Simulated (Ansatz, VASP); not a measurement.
# One calculation of InP, two programs

The input INCAR:

```
  PREC = Accurate
  ENCUT = 600
  EDIFF = 1E-6
  ISMEAR = 0
  SIGMA = 0.1
  LREAL = False
  LASPH = True
  NELM = 80
  ALGO = Normal
  ISIF = 3
  LWAVE = False
  LCHARG = False
  GGA = PE
  IBRION = 2
  NSW = 100
  EDIFFG = -0.01
```

The input KPOINTS:

```
regular mesh
0
Gamma
  8 8 8
```

POSCAR

```
InP
1.0
    5.3337963511      0.0000000000      0.0000000000
    0.0000000000      5.3337963511      0.0000000000
    0.0000000000      0.0000000000      5.3337963511
In P
3 3
Direct
    0.5000000000      0.0000000000      0.0000000000
    0.0000000000      0.5000000000      0.0000000000
    0.0000000000      0.0000000000      0.5000000000
    0.0000000000      0.5000000000      0.5000000000
    0.5000000000      0.0000000000      0.5000000000
    0.5000000000      0.5000000000      0.0000000000
```

Input for Ansatz:

```yaml
crystal:
  lattice:
    - [5.3337963511, 0.0, 0.0]
    - [0.0, 5.3337963511, 0.0]
    - [0.0, 0.0, 5.3337963511]
  atoms:
    - { symbol: In, position: [0.5, 0.0, 0.0] }
    - { symbol: In, position: [0.0, 0.5, 0.0] }
    - { symbol: In, position: [0.0, 0.0, 0.5] }
    - { symbol: P, position: [0.0, 0.5, 0.5] }
    - { symbol: P, position: [0.5, 0.0, 0.5] }
    - { symbol: P, position: [0.5, 0.5, 0.0] }
basis:
  ecutwfc: 420
kpoints:
  mp_grid: { grid: [8, 8, 8] }
hamiltonian:
  xc: pbe
scf:
  occupations: { method: gaussian, width: 0.1 }
output:
  forces: true
  stress: true
  eigenvalues: true
  write_density: true
  write_potential: true
  elf: true
  volumetric_format: npy
relax:
  adjacent_minimum: "off"
  f_tol: 0.01
  max_steps: 80
  cell: { stress_tol: 0.05 }
```

Alike in both runs: task relaxation of cell and atoms; functional PBE; k mesh 8 × 8 × 8; occupations gaussian, width 0.1 eV; no spin polarisation.

```csv
,VASP,Ansatz
version,VASP 6.6.1,Ansatz 0.2.0
potentials or method,"VASP PAW PBE potentials, release 64 (In_d, P), cutoff 600 eV","scalar-relativistic, plane waves, PAW"
valence electrons in the cell,54,54
```

Ansatz gave:

| Item | Value |
| --- | --- |
| gap on the k mesh at the Fermi level, each at its own relaxed structure (eV) | none |
| relaxed volume (Å³/atom) | 25.52 |
| relaxed cell length with the largest relative difference (Å) | 5.350 |

**Question.** Which values does VASP return?

**Answer.** gap on the k mesh at the Fermi level, each at its own relaxed structure (eV): none; relaxed volume (Å³/atom): 25.54; relaxed cell length with the largest relative difference (Å): 5.351.

A gap of «none» marks a metal or a gap that the smearing closes.
